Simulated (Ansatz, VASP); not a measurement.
NiO in VASP and in Ansatz

```xyz
2
Lattice="0.0000 2.0784 2.0784 2.0784 0.0000 2.0784 2.0784 2.0784 0.0000" Properties=species:S:1:pos:R:3 pbc="T T T"
Ni    0.0000    0.0000    0.0000
O     2.0784    2.0784    2.0784
```

Alike in both runs: task single point; functional PBEsol; k mesh 18 × 18 × 18; occupations gaussian, width 0.1 eV; collinear spin.

|  | VASP | Ansatz |
| --- | --- | --- |
| version | VASP 6.6.1 | Ansatz 0.2.0 |
| potentials or method | VASP PAW PBE potentials, release 64 (Ni, O), cutoff 520 eV | scalar-relativistic, plane waves, PAW |
| valence electrons in the cell | 16 | 24 |

```csv
,VASP,Ansatz,Ansatz less VASP
gap on the k mesh at the Fermi level (eV),none,none,-
pressure (GPa),-5.7,-5.2,+0.47
net moment per atom (μB),0.67,0.71,+0.044
size of the moment on the site where the two differ most (μB),1.11,1.16,+0.046
```

VASP's potentials were made for PBE, not for PBEsol. Site moments also hang on the region over which each program counts them. A gap of «none» marks a metal or a gap that the smearing closes. VASP's potentials hold 16 valence electrons a cell and Ansatz's 24, so a difference there can come from the potentials and not from the codes.
